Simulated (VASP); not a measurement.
Runs of VASP 6.6.1 on Sn2Se. The structure is that of space group P4/mmm (No. 123), or close to it. The cells are those of the table. The cell was generated, and may not be a known phase.

```csv
task,cell,k mesh,cutoff (eV),gap on the mesh (eV),pressure (GPa),relaxed volume (Å³/atom)
single point,"a = 5.807, b = 5.807, c = 2.884 Å, 3 atoms",4 × 4 × 4,520,none,0.1,-
single point,"a = 5.666, b = 5.666, c = 3.015 Å, 3 atoms",4 × 4 × 6,520,none,(a),-
single point,"a = 4.173, b = 4.173, c = 4.809 Å, 3 atoms",4 × 4 × 4,520,none,80.0,-
relaxation of cell and atoms,"relaxed from a = 4.173, b = 4.173, c = 4.809 Å, 3 atoms",4 × 4 × 4,600,none,0.0,32.38
relaxation of cell and atoms,"relaxed from a = 5.807, b = 5.807, c = 2.884 Å, 3 atoms",4 × 4 × 6,600,none,0.1,32.04
single point,"a = 5.756, b = 5.756, c = 3.057 Å, 3 atoms",8 × 8 × 16,520,none,0.0,-
```

Alike in all rows: level PBE; potentials or basis VASP PAW PBE potentials, release 64 (Sn_d, Se); no spin polarisation; smearing gaussian 0.1 eV.

Q: Fill in the values left out.

A: (a) -0.2.

Caveats: some runs use coarse meshes; spin-orbit coupling is left out, which moves the levels of the heavy elements; the volume moved by over 15 % at a fixed basis, so the end points are rough (at least some runs).

A k mesh can miss the band edges, and the runs leave out spin-orbit coupling on Se, Sn.

A gap of «none» marks levels without a gap at the run's occupations.
